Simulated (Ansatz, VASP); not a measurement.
Given: the input of a run of VASP 6.6.1 on Ir.

File INCAR:

```
SYSTEM = Ir
PREC = Accurate
ENCUT = 600
EDIFF = 1E-6
ISMEAR = -1
SIGMA = 0.05
LREAL = .False.
LASPH = .True.
NELM = 60
ALGO = Normal
ISIF = 3
LWAVE = .False.
LCHARG = .False.
GGA = RP
IVDW = 12
IBRION = 2
NSW = 60
EDIFFG = -0.01
```

File KPOINTS:

```
regular mesh
0
Gamma
  11 11 6
  0 0 0
```

The input POSCAR:

```
Ir
1.0
    2.7513778946      0.0000000000      0.0000000000
   -1.3756889473      2.3827631521      0.0000000000
    0.0000000000      0.0000000000      4.4622900000
Ir
2
Direct
    0.3333333333      0.6666666667      0.2500000000
    0.6666666667      0.3333333333      0.7500000000
```

Potentials or basis: VASP PAW PBE potentials, release 64 (Ir).

Launch:

```console
$ cat potpaw_PBE.64/Ir/POTCAR > POTCAR
$ mpirun -np 1 vasp_std > vasp.out
```

Problem. Translate it to Ansatz 0.2.0. Potentials there: Ansatz PAW.

Solution. As run (the cutoff follows the program's own potentials):

The input input.yaml:

```yaml
crystal:
  lattice:
    - [2.7513778946, 0.0, 0.0]
    - [-1.3756889473, 2.3827631521, 0.0]
    - [0.0, 0.0, 4.46229]
  atoms:
    - { symbol: Ir, position: [0.3333333333, 0.6666666667, 0.25] }
    - { symbol: Ir, position: [0.6666666667, 0.3333333333, 0.75] }
hamiltonian:
  xc: rpbe
  pseudopotentials: { kind: paw }
  dispersion: d3bj
kpoints:
  mp_grid: { grid: [11, 11, 6] }
scf:
  occupations: { method: fermi_dirac, width: 0.05 }
output:
  forces: true
  stress: true
  eigenvalues: true
relax:
  f_tol: 0.01
  max_steps: 40
  cell: { stress_tol: 0.05 }
```

Potentials or basis: Ansatz PAW.

The run is started by

```console
$ ansatz run input.yaml --threads 2 --pin off --max-ram 5632MiB --backend cpu --events-out ev --progress --plain --runs-dir out
```

Both were run:

|  | VASP | Ansatz | Ansatz less VASP |
| --- | --- | --- | --- |
| gap on the k mesh at the Fermi level, each at its own relaxed structure (eV) | none | none | - |
| relaxed volume (Å³/atom) | 13.07 | 13.04 | -0.028 |
| relaxed length of the cell vector where the two differ most in proportion (Å) | 4.304 | 4.301 | -0.0035 |

VASP's potentials were made for PBE, not for RPBE. A gap of «none» marks a metal or a gap that the smearing closes. VASP's potentials hold 18 valence electrons a cell and Ansatz's 34, so a difference there can come from the potentials and not from the codes.

Spin-orbit coupling is off throughout. Noted on Ansatz's run: the plane-wave basis is chosen anew once the cell has moved, so the energies of steps on either side of that aren't comparable.
